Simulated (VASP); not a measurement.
Runs of VASP 6.6.1 on CsH. The structure is that of space group I4/mmm (No. 139), or close to it. The cells are those of the table. 

```csv
cell,gap on the mesh (eV),pressure (GPa)
"a = 4.315, b = 4.315, c = 5.858 Å, 4 atoms",1.64,0.6
"a = 4.318, b = 4.318, c = 5.736 Å, 4 atoms",1.58,1.0
"a = 4.380, b = 4.380, c = 5.736 Å, 4 atoms",1.62,(b)
"a = 4.358, b = 4.358, c = 5.858 Å, 4 atoms",1.67,(a)
```

Alike in all rows: task single point; level LDA; potentials or basis VASP PAW LDA potentials, release 64 (Cs_sv, H); no spin polarisation; k mesh 6 × 6 × 6; cutoff (eV) 520; smearing gaussian 0.02 eV.

Problem. Estimate the missing entries.

Solution. (a) 0.4; (b) 0.7.

Caveats: spin-orbit coupling is left out, which moves the levels of the heavy elements.

A k mesh can miss the band edges, and the runs leave out spin-orbit coupling on Cs.
